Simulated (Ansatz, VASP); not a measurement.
**Pd in VASP and in Ansatz**

```
Pd
1.0
     1.69740    0.97999    3.14762
    -1.69740    0.97999    3.14762
     0.00000   -1.95999    3.14762
Pd
2
Direct
  0.22754 0.22754 0.22754
  0.77246 0.77246 0.77246
```

Alike in both runs: task single point; functional PBEsol; k mesh 6 × 6 × 6; occupations gaussian, width 0.1 eV; no spin polarisation.

|  | VASP | Ansatz |
| --- | --- | --- |
| version | VASP 6.6.1 | Ansatz 0.2.0 |
| potentials or method | VASP PAW PBE potentials, release 64 (Pd), cutoff 500 eV | scalar-relativistic, plane waves, PAW |
| valence electrons in the cell | 20 | 36 |

|  | VASP | Ansatz | Ansatz less VASP |
| --- | --- | --- | --- |
| gap on the k mesh at the Fermi level (eV) | none | none | - |
| rms of the force components (eV/Å) | 3.286 | 3.412 | +0.1263 |

VASP's potentials were made for PBE, not for PBEsol. Atom by atom the forces differ by 0.126 eV/Å (rms over components). A gap of «none» marks a metal or a gap that the smearing closes. The functional is the same, so the differences come from potentials, cutoffs and numerics. VASP's potentials hold 20 valence electrons a cell and Ansatz's 36, so a difference there can come from the potentials and not from the codes.

The k mesh is coarse, so the values compare programs but aren't converged.
